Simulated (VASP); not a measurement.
PbS:

```
Pb S
1.0
     0.00000    3.30098    3.30098
     3.30098    0.00000    3.30098
     3.30098    3.30098    0.00000
Pb S
1 1
Direct
  0.00000 0.00000 0.00000
  0.25000 0.25000 0.25000
```

Base run:

* Program: VASP 6.6.1
* Functional: PBE
* Potentials or basis: VASP PAW PBE potentials, release 64 (Pb_d, S)
* Cutoff: 520 eV
* k mesh: 6 × 6 × 6
* Occupations: gaussian, width 0.01 eV
* Spin: no spin polarisation

Its results: band gap on the k mesh 0.91 eV, indirect (least direct gap 1.27 eV); pressure 0.7 GPa.

Question: The run is repeated on the same cell with these changes: functional from PBE to r2SCAN. What comes out?

Answer: Band gap on the k mesh 1.07 eV, indirect (least direct gap 1.44 eV); pressure 0.0 GPa.

r2SCAN gives the wider gap, since meta-GGAs in the generalised Kohn-Sham scheme recover part of the derivative discontinuity.

Caveats: spin-orbit coupling is left out, which moves the levels of the heavy elements; the PAW data sets were made with another functional, which shifts forces and pressure a little (some runs).

A k mesh can miss the band edges.
